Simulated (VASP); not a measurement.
Input of a VASP 6.6.1 run:

INCAR

```
SYSTEM = MgO
PREC = Accurate
ENCUT = 520
EDIFF = 1E-6
ISMEAR = 0
SIGMA = 0.05
LREAL = .False.
LASPH = .True.
NELM = 80
ALGO = Normal
ISIF = 2
LWAVE = .False.
LCHARG = .False.
GGA = PE
NBANDS = 11
```

File KPOINTS:

```
Automatic mesh
0
Gamma
  10 10 10
  0 0 0
```

The input POSCAR:

```
MgO
1.0
    0.0000000000      2.1351500000      2.1351500000
    2.1351500000      0.0000000000      2.1351500000
    2.1351500000      2.1351500000      0.0000000000
Mg O
1 1
Direct
    0.0000000000      0.0000000000      0.0000000000
    0.5029271948      0.5029271948      0.4970728052
```

Potentials or basis: VASP PAW PBE potentials, release 64 (Mg, O).

Run with:

```console
$ cat potpaw_PBE.64/Mg/POTCAR potpaw_PBE.64/O/POTCAR > POTCAR
$ mpirun -np 1 vasp_std > vasp.out
```

Problem. What does it give for the band gap on the k mesh?

Solution. 4.34 eV, direct.

Problem. Predict the pressure.

Solution. -2.4 GPa.

Problem. Estimate the largest force.

Solution. 0.057 eV/Å.

Forces in eV/Å, atoms in the order of the input:
```
Mg   0.000  0.000  0.057
O    0.000  0.000 -0.057
```

Caveat: the cell differs from its parent crystal (all O atoms moved +0.013 Å, as atom 2 along Cartesian [0 0 1]).
